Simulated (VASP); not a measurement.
Input of a VASP 6.6.1 run:

The input INCAR:

```
  ALGO = Normal
  EDIFF = 1E-6
  ENCUT = 520
  GGA = CA
  ISIF = 2
  ISMEAR = -1
  LASPH = T
  LCHARG = T
  LELF = T
  LREAL = F
  LVHAR = T
  LWAVE = F
  NBANDS = 12
  NELM = 60
  PREC = Accurate
  SIGMA = 0.05
```

File KPOINTS:

```
k-points
0
Gamma
  10 10 10
```

POSCAR

```
B2P
1.0
    1.5151200000      0.8747500000      3.9248800000
   -1.5151200000      0.8747500000      3.9248800000
    0.0000000000     -1.7495000000      3.9248800000
B P
2 1
Direct
    0.4293400000      0.4293400000      0.4293400000
    0.5706600000      0.5706600000      0.5706600000
    0.0000000000      0.0000000000      0.0000000000
```

Potentials or basis: VASP PAW LDA potentials, release 64 (B, P).

Launch:

```sh
$ cat potpaw_LDA.64/B/POTCAR potpaw_LDA.64/P/POTCAR > POTCAR
$ mpirun -np 1 vasp_std > vasp.out
```

(1) Predict the largest force.

(2) What does it give for the pressure?

Results:

(1) 0.118 eV/Å.

(2) -6.3 GPa.

Caveat: the cell stands under tension.
